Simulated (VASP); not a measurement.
# Mg (Pm-3m) in VASP: a series of runs

The runs below take Mg through single point, relaxation of cell and atoms, with PBE.

Program: VASP 6.6.1. These are calculated values, not measurements. Logs are shortened: lines on timing, memory, paths and dates and some standing lists are left out, and cuts for length are marked.

## 1. The cell of the first run

The structure is cubic, space group Pm-3m (No. 221). The conventional cell has a = 4.375 Å, b = 4.375 Å, c = 4.375 Å, α = 90.00°, β = 90.00°, γ = 90.00°. Within 4.1 Å of Mg (site symmetry 4/mmm) lie 8 Mg at 3.09 Å.

## 2. Single point, PBE

File INCAR:

```
ALGO = Normal ; EDIFF = 1E-6
ENCUT = 520 ; GGA = PE
ISIF = 2 ; ISMEAR = 0
LASPH = True ; LCHARG = True
LELF = True ; LREAL = False
LVHAR = True ; LWAVE = False
NBANDS = 10 ; NELM = 80
PREC = Accurate ; SIGMA = 0.1
```

File KPOINTS:

```
k-points
0
Gamma
  4 4 4
```

File POSCAR:

```
Mg
1.0
    4.3749494395      0.0000000000      0.0000000000
    0.0000000000      4.3749494395      0.0000000000
    0.0000000000      0.0000000000      4.3749494395
Mg
3
Direct
    0.0000000000      0.5000000000      0.5000000000
    0.5000000000      0.0000000000      0.5000000000
    0.5000000000      0.5000000000      0.0000000000
```

Potentials or basis: VASP PAW PBE potentials, release 64 (Mg).

The run is started by

```sh
$ cat potpaw_PBE.64/Mg/POTCAR > POTCAR
$ mpirun -np 1 vasp_std > vasp.out
```

OUTCAR:

```text
EDIFF = 1E-6
   ENCUT = 520
   GGA = PE
   ISIF = 2
   ISMEAR = 0
   LASPH = True
   LREAL = False
   NELM = 80
   PREC = Accurate

 ion  position               nearest neighbor table
   1  0.000  0.500  0.500-   2 3.09   3 3.09   3 3.09   2 3.09   2 3.09   3 3.09   3 3.09   2 3.09

   2  0.500  0.000  0.500-   1 3.09   3 3.09   3 3.09   1 3.09   3 3.09   3 3.09   1 3.09   1 3.09

   3  0.500  0.500  0.000-   1 3.09   2 3.09   1 3.09   2 3.09   2 3.09   2 3.09   1 3.09   1 3.09

  LATTYP: Found a simple cubic cell.
 ALAT       =     4.3749494395

  Lattice vectors:

 A1 = (   4.3749494395,   0.0000000000,   0.0000000000)
 A2 = (   0.0000000000,   4.3749494395,   0.0000000000)
 A3 = (   0.0000000000,   0.0000000000,   4.3749494395)

Analysis of symmetry for initial positions (statically):
=====================================================================
 Subroutine PRICEL returns:
 Original cell was already a primitive cell.

 Routine SETGRP: Setting up the symmetry group for a
 simple cubic supercell.

 Subroutine GETGRP returns: Found 48 space group operations
 (whereof 48 operations were pure point group operations)
 out of a pool of 48 trial point group operations.

The static configuration has the point symmetry O_h .

Analysis of symmetry for dynamics (positions and initial velocities):
=====================================================================
 Subroutine PRICEL returns:
 Original cell was already a primitive cell.

 Routine SETGRP: Setting up the symmetry group for a
 simple cubic supercell.

 Subroutine GETGRP returns: Found 48 space group operations
 (whereof 48 operations were pure point group operations)
 out of a pool of 48 trial point group operations.

The dynamic configuration has the point symmetry O_h .

 Subroutine INISYM returns: Found 48 space group operations
 (whereof 48 operations are pure point group operations),
 and found     1 'primitive' translations

----------------------------------------------------------------------------------------

                                     Primitive cell

  volume of cell :      83.7373

  direct lattice vectors                    reciprocal lattice vectors
     4.374949439  0.000000000  0.000000000     0.228574070  0.000000000  0.000000000
     0.000000000  4.374949439  0.000000000     0.000000000  0.228574070  0.000000000
     0.000000000  0.000000000  4.374949439     0.000000000  0.000000000  0.228574070

  length of vectors
     4.374949439  4.374949439  4.374949439     0.228574070  0.228574070  0.228574070

  position of ions in fractional coordinates (direct lattice)
     0.000000000  0.500000000  0.500000000
     0.500000000  0.000000000  0.500000000
     0.500000000  0.500000000  0.000000000

  ion indices of the primitive-cell ions
   primitive index   ion index
                 1           1
                 2           2
                 3           3

----------------------------------------------------------------------------------------

 KPOINTS: k-points

Automatic generation of k-mesh.
 Grid dimensions read from file:
 generate k-points for:    4    4    4

 Generating k-lattice:

  Cartesian coordinates                     Fractional coordinates (reciprocal lattice)
     0.057143518  0.000000000  0.000000000     0.250000000  0.000000000  0.000000000
     0.000000000  0.057143518  0.000000000     0.000000000  0.250000000  0.000000000
     0.000000000  0.000000000  0.057143518     0.000000000  0.000000000  0.250000000

  Length of vectors
     0.057143518  0.057143518  0.057143518

  Shift w.r.t. Gamma in fractional coordinates (k-lattice)
     0.000000000  0.000000000  0.000000000

 Subroutine IBZKPT returns following result:
 ===========================================

 Found     10 irreducible k-points:

 Following reciprocal coordinates:
            Coordinates               Weight
  0.000000  0.000000  0.000000      1.000000
  0.250000  0.000000  0.000000      6.000000
  0.500000  0.000000  0.000000      3.000000
  0.250000  0.250000  0.000000     12.000000
  0.500000  0.250000  0.000000     12.000000
  0.500000  0.500000  0.000000      3.000000
  0.250000  0.250000  0.250000      8.000000
  0.500000  0.250000  0.250000     12.000000
  0.500000  0.500000  0.250000      6.000000
  0.500000  0.500000  0.500000      1.000000
   k-points           NKPTS =     10   k-points in BZ     NKDIM =     10   number of bands    NBANDS=     10
   number of dos      NEDOS =    301   number of ions     NIONS =      3
   total plane-waves  NPLWV =  46656
   dimension x,y,z NGX =    36 NGY =   36 NGZ =   36
   dimension x,y,z NGXF=    72 NGYF=   72 NGZF=   72
   ions per type =               3
   NGX,Y,Z   is equivalent  to a cutoff of  13.68, 13.68, 13.68 a.u.
   NGXF,Y,Z  is equivalent  to a cutoff of  27.36, 27.36, 27.36 a.u.
 SYSTEM =  unknown system
   PREC   = accura    normal or accurate (medium, high low for compatibility)
   ISTART =      0    job   : 0-new  1-cont  2-samecut
   ICHARG =      2    charge: 1-file 2-atom 10-const
   ISPIN  =      1    spin polarized calculation?
   LNONCOLLINEAR =      F non collinear calculations
   LSORBIT =      F    spin-orbit coupling
   LASPH  =      T    aspherical Exc in radial PAW
   ENCUT  =  520.0 eV  38.22 Ry    6.18 a.u.   8.13  8.13  8.13*2*pi/ulx,y,z
   NELM   =     80;   NELMIN=  2; NELMDL= -5     # of ELM steps
   EDIFF  = 0.1E-05   stopping-criterion for ELM
   LREAL  =      F    real-space projection
   EDIFFG = 0.1E-04   stopping-criterion for IOM
   NSW    =      0    number of steps for IOM
   IBRION =     -1    ionic relax: 0-MD 1-quasi-New 2-CG
   NFREE  =      0    steps in history (QN), initial steepest desc. (CG)
   ISIF   =      2    stress and relaxation
   ISYM   =      2    0-nonsym 1-usesym 2-fastsym
   POTIM  = 0.5000    time-step for ionic-motion
   TEBEG  =    0.0;   TEEND  =   0.0 temperature during run
   PSTRESS=    0.0 pullay stress
   NELECT =       6.0000    total number of electrons
   NUPDOWN=      -1.0000    fix difference up-down
   EMIN   =  10.00;   EMAX   =-10.00  energy-range for DOS
   EFERMI =   0.00;   METHOD = LEGACY
   ISMEAR =     0;   SIGMA  =   0.10  broadening in eV -4-tet -1-fermi 0-gaus
   EFERMI_NEDOS =   21; number of points for ismear=-14 and -15
   IALGO  =     38    algorithm
   IMIX   =      4    mixing-type and parameters
     AMIX     =   0.40;   BMIX     =  1.00
     AMIX_MAG =   1.60;   BMIX_MAG =  1.00
  volume/ion in A,a.u.               =      27.91       188.36
  Fermi-wavevector in a.u.,A,eV,Ry     =   0.679963  1.284945  6.290657  0.462350
  Thomas-Fermi vector in A             =   1.758315
   LORBIT       =      0    0 simple, 1 ext, 2 COOP (PROOUT), +10 PAW based schemes
   GGA     = PE    functional components
   LHFCALC =     F    Hartree Fock is set to
   AEXX    =    0.0000 exact exchange contribution
   IVDW    =     0    specifies the selected vdW correction
   LEPSILON=     F    determine dielectric tensor
   LRPA    =     F    only Hartree local field effects (RPA)
 non-spin polarized calculation
 Gauss-broadening in eV      SIGMA  =   0.10
  energy-cutoff  :      520.00
  volume of cell :       83.74
 maximum number of plane-waves:      2301
 NGX is ok and might be reduce to    36
   NGX = 17   NGY = 17   NGZ = 17

 number of electron       6.0000000 magnetization

 Free energy of the ion-electron system (eV)
  ---------------------------------------------------
  ext. energy  EPLUGINS =         0.00000000
  ---------------------------------------------------
  free energy    TOTEN  =        -3.66929092 eV

  energy without entropy =       -3.65853570  energy(sigma->0) =       -3.66391331

 E-fermi :   1.4192     XC(G=0):  -7.8047

 val. band max:        1.3856681131   @ k =   0.5000   0.5000   0.5000
 cond. band min:       1.4676968384   @ k =   0.5000   0.2500   0.2500
 fundamental gap:      0.0820287253
 Fermi energy:         1.4191988110

 k-point     1 :       0.0000    0.0000    0.0000
  band No.  band energies     occupation
      1      -4.6469      2.00000
      2       2.4856      0.00000
      3       2.4856      0.00000
      4       2.4856      0.00000
      5       3.5482      0.00000
      6       3.5482      0.00000
      7       3.9297      0.00000
      8       9.1635      0.00000
      9       9.1635      0.00000
     10       9.1635      0.00000

 k-point     2 :       0.2500    0.0000    0.0000
  band No.  band energies     occupation
      1      -4.1789      2.00000
      2      -0.2083      2.00000
      3       2.8918      0.00000
      4       2.8918      0.00000
      5       4.0154      0.00000
      6       4.1580      0.00000
      7       6.6238      0.00000
      8       6.6238      0.00000
      9       7.1499      0.00000
     10       7.8439      0.00000

 k-point     3 :       0.5000    0.0000    0.0000
  band No.  band energies     occupation
      1      -3.1657      2.00000
      2      -2.1350      2.00000
      3       3.7075      0.00000
      4       3.7075      0.00000
      5       4.7060      0.00000
      6       4.9439      0.00000
      7       4.9439      0.00000
      8       5.0013      0.00000
      9       6.0628      0.00000
     10       7.5025      0.00000
[... 66 lines left out ...]
 k-point     9 :       0.5000    0.5000    0.2500
  band No.  band energies     occupation
      1      -1.1908      2.00000
      2      -0.2974      2.00000
      3      -0.2974      2.00000
      4       0.7699      2.00000
      5       2.6887      0.00000
      6       3.4476      0.00000
      7       3.4476      0.00000
      8       5.2114      0.00000
      9      10.1860      0.00000
     10      10.6318      0.00000

 k-point    10 :       0.5000    0.5000    0.5000
  band No.  band energies     occupation
      1      -0.2557      2.00000
      2       0.8815      2.00000
      3       0.8815      2.00000
      4       0.8815      2.00000
      5       1.3857      1.36464
      6       1.3857      1.36464
      7       1.3857      1.36464
      8       3.6651      0.00000
      9      13.8113      0.00000
     10      13.8113      0.00000

------------------------ aborting loop because EDIFF is reached ----------------------------------------

  FORCE on cell =-STRESS in cart. coord.  units (eV):
  Direction    XX          YY          ZZ          XY          YZ          ZX
  --------------------------------------------------------------------------------------
  -------------------------------------------------------------------------------------
  Total        0.0401935      0.0401935      0.0401935      0.0000000      0.0000000      0.0000000
  in kB        0.7690363      0.7690363      0.7690363      0.0000000      0.0000000      0.0000000
  external PRESSURE =       0.7690363 kB  Pullay stress =       0.0000000 kB

 VOLUME and BASIS-vectors are now :
 -----------------------------------------------------------------------------
  energy-cutoff  :      520.00
  volume of cell :       83.74
      direct lattice vectors                 reciprocal lattice vectors
     4.374949439  0.000000000  0.000000000     0.228574070  0.000000000  0.000000000
     0.000000000  4.374949439  0.000000000     0.000000000  0.228574070  0.000000000
     0.000000000  0.000000000  4.374949439     0.000000000  0.000000000  0.228574070

 POSITION                                       TOTAL-FORCE (eV/Angst)
 -----------------------------------------------------------------------------------
      0.00000      2.18747      2.18747         0.000000      0.000000      0.000000
      2.18747      0.00000      2.18747         0.000000      0.000000      0.000000
      2.18747      2.18747      0.00000         0.000000      0.000000      0.000000
 -----------------------------------------------------------------------------------
    total drift:                               -0.000000      0.000000      0.000000

  FREE ENERGIE OF THE ION-ELECTRON SYSTEM (eV)
  ---------------------------------------------------
  free  energy   TOTEN  =        -3.6692909242 eV

  energy  without entropy=       -3.6585357033  energy(sigma->0) =       -3.66391331
```

Run time: 7 s. Hardware: 1 thread of Intel Xeon Platinum 8488C (Sapphire Rapids), shared host; peak memory 0.19 GiB.

Results:

| Item | Value |
| --- | --- |
| Free energy | -3.6693 eV |
| Pressure | 0.1 GPa |
| Band gap on the k mesh | zero (band 3 reaches 3.71 eV, above the bottom of band 4 at 0.39 eV) |

## 3. Relaxation of cell and atoms, PBE

This run uses another cell than the first one, of 21.90 Å³/atom, 0.785 times its volume.

File INCAR:

```
SYSTEM = Mg
PREC = Accurate ; ENCUT = 600
EDIFF = 1E-6 ; ISMEAR = 0
SIGMA = 0.1 ; LREAL = .FALSE.
LASPH = .TRUE. ; NELM = 80
ALGO = Normal ; ISIF = 3
LWAVE = .FALSE. ; LCHARG = .FALSE.
GGA = PE ; IBRION = 2
NSW = 90 ; EDIFFG = -0.04
```

File KPOINTS:

```
regular mesh
0
G
  4 4 4
  0 0 0
```

File POSCAR:

```
Mg
1.0
    4.0353322300      0.0000000000      0.0000000000
    0.0000000000      4.0353322300      0.0000000000
    0.0000000000      0.0000000000      4.0353322300
Mg
3
Direct
    0.0000000000      0.5000000000      0.5000000000
    0.5000000000      0.0000000000      0.5000000000
    0.5000000000      0.5000000000      0.0000000000
```

Potentials or basis: VASP PAW PBE potentials, release 64 (Mg).

The run is started by

```sh
$ cat potpaw_PBE.64/Mg/POTCAR > POTCAR
$ mpirun -np 1 vasp_std > vasp.out
```

OUTCAR:

```text
SYSTEM = Mg
   PREC = Accurate
   ENCUT = 600
   EDIFF = 1E-6
   ISMEAR = 0
   LREAL = .FALSE.
   LASPH = .TRUE.
   NELM = 80
   ISIF = 3
   GGA = PE
   IBRION = 2
   NSW = 90
   EDIFFG = -0.04

 ion  position               nearest neighbor table
   1  0.000  0.500  0.500-   2 2.85   3 2.85   3 2.85   2 2.85   2 2.85   3 2.85   3 2.85   2 2.85

   2  0.500  0.000  0.500-   1 2.85   3 2.85   3 2.85   1 2.85   3 2.85   3 2.85   1 2.85   1 2.85

   3  0.500  0.500  0.000-   1 2.85   2 2.85   1 2.85   2 2.85   2 2.85   2 2.85   1 2.85   1 2.85

  LATTYP: Found a simple cubic cell.
 ALAT       =     4.0353322300

  Lattice vectors:
[... 172 lines left out ...]
  Direction    XX          YY          ZZ          XY          YZ          ZX
  --------------------------------------------------------------------------------------
  -------------------------------------------------------------------------------------
  Total        4.1544514      4.1544514      4.1544514     -0.0000000      0.0000000      0.0000000
  in kB      101.2946187    101.2946187    101.2946187     -0.0000000      0.0000000      0.0000000
  external PRESSURE =     101.2946187 kB  Pullay stress =       0.0000000 kB
[... 98 lines left out ...]
--------------------------------------- Ionic step        4  -------------------------------------------

 number of electron       6.0000000 magnetization

 Free energy of the ion-electron system (eV)
  ---------------------------------------------------
  ext. energy  EPLUGINS =         0.00000000
  ---------------------------------------------------
  free energy    TOTEN  =        -3.66931372 eV

  energy without entropy =       -3.65854134  energy(sigma->0) =       -3.66392753

 E-fermi :   1.4045     XC(G=0):  -7.7935

 val. band max:        1.3714923756   @ k =   0.5000   0.5000   0.5000
 cond. band min:       1.4528361132   @ k =   0.5000   0.2500   0.2500
 fundamental gap:      0.0813437376
 Fermi energy:         1.4044832144

 k-point     1 :       0.0000    0.0000    0.0000
  band No.  band energies     occupation
      1      -4.6493      2.00000
      2       2.4668      0.00000
      3       2.4668      0.00000
      4       2.4668      0.00000
      5       3.5231      0.00000
      6       3.5231      0.00000
      7       3.9162      0.00000
[... 118 lines left out ...]
  FREE ENERGIE OF THE ION-ELECTRON SYSTEM (eV)
  ---------------------------------------------------
  free  energy   TOTEN  =        -3.6693137191 eV

  energy  without entropy=       -3.6585413367  energy(sigma->0) =       -3.66392753

 reached required accuracy - stopping structural energy minimisation
```

OSZICAR:

```text
N       E                     dE             d eps       ncg     rms          rms(c)
DAV:   1     0.581311598866E+01    0.58131E+01   -0.22650E+03   140   0.713E+02
DAV:   2    -0.316889446491E+01   -0.89820E+01   -0.83644E+01   196   0.521E+01
DAV:   3    -0.324960185257E+01   -0.80707E-01   -0.79390E-01   189   0.649E+00
DAV:   4    -0.324989527665E+01   -0.29342E-03   -0.29327E-03   189   0.336E-01
[... 25 lines left out ...]
       N       E                     dE             d eps       ncg     rms          rms(c)
DAV:   1    -0.366941016386E+01   -0.14824E-02   -0.12541E-02   147   0.691E-01    0.380E-02
DAV:   2    -0.366935399304E+01    0.56171E-04   -0.11249E-04   140   0.725E-02    0.243E-02
DAV:   3    -0.366931399575E+01    0.39997E-04   -0.78613E-05   140   0.377E-02    0.336E-03
DAV:   4    -0.366931371911E+01    0.27664E-06   -0.32864E-06   133   0.107E-02
   4 F= -.36693137E+01 E0= -.36639275E+01  d E =-.473792E+00
```

CONTCAR:

```text
Mg
   1.00000000000000
     4.3804593197425294   -0.0000000000000000    0.0000000000000000
    -0.0000000000000000    4.3804593197425294    0.0000000000000000
     0.0000000000000000    0.0000000000000000    4.3804593197425286
  Mg
     3
Direct
     0.0000000000000000    0.5000000000000000    0.5000000000000000
     0.5000000000000000    0.0000000000000000    0.5000000000000000
     0.5000000000000000    0.5000000000000000    0.0000000000000000

  0.00000000E+00  0.00000000E+00  0.00000000E+00
  0.00000000E+00  0.00000000E+00  0.00000000E+00
  0.00000000E+00  0.00000000E+00  0.00000000E+00
```

It took 12 s on 1 thread of Intel Xeon Platinum 8488C (Sapphire Rapids), shared host; peak memory 0.17 GiB.

What came out:

* Free energy: -3.6693 eV
* Relaxed volume: 28.02 Å³/atom
* Relaxed cell: a = 4.380 Å, b = 4.380 Å, c = 4.380 Å, α = 90.00°, β = 90.00°, γ = 90.00°
* Space group after relaxing (to 0.05 Å): Pm-3m (No. 221)
* Energy gained by relaxing: 157.9 meV/atom
* Ionic steps: 4
* Pressure after relaxing: 0.0 GPa

The path:
| step | energy change (eV) | largest force (eV/Å) | pressure (GPa) | volume (Å³) |
| --- | --- | --- | --- | --- |
| 1 | 0.0000 | 0.0000 | 10.13 | 65.71 |
| 2 | -0.4554 | 0.0000 | 1.46 | 79.78 |
| 3 | -0.4724 | 0.0000 | -0.36 | 85.20 |
| 4 | -0.4738 | 0.0000 | -0.02 | 84.05 |

Final structure:
```yaml
crystal:
  lattice:
    - [4.38046, 0.00000, 0.00000]
    - [0.00000, 4.38046, 0.00000]
    - [0.00000, 0.00000, 4.38046]
  atoms:
    - { symbol: Mg, position: [0.00000, 0.50000, 0.50000] }
    - { symbol: Mg, position: [0.50000, 0.00000, 0.50000] }
    - { symbol: Mg, position: [0.50000, 0.50000, 0.00000] }
```

Caveat: the k points lie up to 0.36 Å⁻¹ apart in the final cell; the volume moved by over 15 % at a fixed basis, so the end points are rough; the bands computed are all filled at some k points, so no gap is given.

(Part 1 of 2 ends here.)
